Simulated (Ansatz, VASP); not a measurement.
**AlFe3: VASP beside Ansatz**

INCAR

```
PREC = Accurate
ENCUT = 520
EDIFF = 1E-6
ISMEAR = -1
SIGMA = 0.1
LREAL = False
LASPH = True
NELM = 150
ALGO = Normal
ISIF = 2
LWAVE = False
LCHARG = False
ISPIN = 2
MAGMOM = 0 4.5 4.5 4.5
LORBIT = 11
LMAXMIX = 4
GGA = PS
NBANDS = 26
```

The input KPOINTS:

```
Automatic mesh
0
Gamma
  4 4 4
```

The input POSCAR:

```
AlFe3
1.0
    3.6392911100      0.0000000000      0.0000000000
    0.0000000000      3.6392911100      0.0000000000
    0.0000000000      0.0000000000      3.6392911100
Al Fe
1 3
Direct
    0.0000000000      0.0000000000      0.0000000000
    0.0000000000      0.5000000000      0.5000000000
    0.5000000000      0.0000000000      0.5000000000
    0.5000000000      0.5000000000      0.0000000000
```

Input for Ansatz:

```yaml
crystal:
  lattice:
    - [3.63929111, 0.0, 0.0]
    - [0.0, 3.63929111, 0.0]
    - [0.0, 0.0, 3.63929111]
  atoms:
    - { symbol: Al, position: [0.0, 0.0, 0.0], spin: 0.0 }
    - { symbol: Fe, position: [0.0, 0.5, 0.5], spin: 4.5 }
    - { symbol: Fe, position: [0.5, 0.0, 0.5], spin: 4.5 }
    - { symbol: Fe, position: [0.5, 0.5, 0.0], spin: 4.5 }
kpoints:
  mp_grid:
    grid: [4, 4, 4]
hamiltonian:
  xc: pbesol
magnetization:
  spin_polarized: true
scf:
  occupations:
    method: fermi_dirac
    width: 0.1
```

Alike in both runs: task single point; functional PBEsol; k mesh 4 × 4 × 4; occupations fermi-dirac, width 0.1 eV; collinear spin.

```csv
,VASP,Ansatz
version,VASP 6.6.1,Ansatz 0.2.0
potentials or method,"VASP PAW PBE potentials, release 64 (Al, Fe)","plane waves, PAW"
plane-wave cutoff (eV),520,420
valence electrons in the cell,27,51
```

VASP gave:

* net moment per atom (μB): 1.66
* size of the moment on the site where the two differ most (μB): 0.08

What did Ansatz give for the same quantities?

net moment per atom (μB): 1.66; size of the moment on the site where the two differ most (μB): 0.10.

VASP's potentials were made for PBE, not for PBEsol. Site moments also hang on the region over which each program counts them. VASP's potentials hold 27 valence electrons a cell and Ansatz's 51, so a difference there can come from the potentials and not from the codes. Ansatz's warnings: given moment on shells.

The k mesh is coarse, so the values compare programs but aren't converged.
